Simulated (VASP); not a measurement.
Here is a VASP 6.6.1 calculation.

The input INCAR:

```
SYSTEM = Se
PREC = Accurate
ENCUT = 600
EDIFF = 1E-6
ISMEAR = -1
SIGMA = 0.1
LREAL = .FALSE.
LASPH = .TRUE.
NELM = 100
ALGO = Normal
ISIF = 3
LWAVE = .FALSE.
LCHARG = .FALSE.
GGA = PE
IBRION = 2
NSW = 60
EDIFFG = -0.005
PSTRESS = 2200.0
```

Contents of KPOINTS:

```
regular mesh
0
G
  18 18 18
  0 0 0
```

File POSCAR:

```
Se
1.0
   -2.1163205875      2.1163205875      1.1639763231
    2.1163205875     -2.1163205875      1.1639763231
    2.1163205875      2.1163205875     -1.1639763231
Se
2
Direct
   -0.3750000000     -0.1250000000     -0.2500000000
    0.3750000000      0.1250000000      0.2500000000
```

Potentials or basis: VASP PAW PBE potentials, release 64 (Se).

Command:

```console
$ cat potpaw_PBE.64/Se/POTCAR > POTCAR
$ mpirun -np 1 vasp_std > vasp.out
```

Task: Estimate the space group after relaxing (to 0.1 Å).

Result: I4_1/amd (No. 141).

Task: Predict the relaxed volume.

Result: 10.76 Å³/atom.

Final structure:
```cif
data_structure
_symmetry_space_group_name_H-M 'P 1'
_symmetry_Int_Tables_number 1
_cell_length_a 3.2740
_cell_length_b 3.2740
_cell_length_c 3.2740
_cell_angle_alpha 97.005
_cell_angle_beta 97.005
_cell_angle_gamma 139.121
_cell_volume 21.52
loop_
_atom_site_label
_atom_site_type_symbol
_atom_site_fract_x
_atom_site_fract_y
_atom_site_fract_z
_atom_site_occupancy
Se1 Se 0.62500 0.87500 0.75000 1
Se2 Se 0.37500 0.12500 0.25000 1
```

Caveat: the cell is relaxed towards a set pressure, so the run minimises the enthalpy, not the energy.
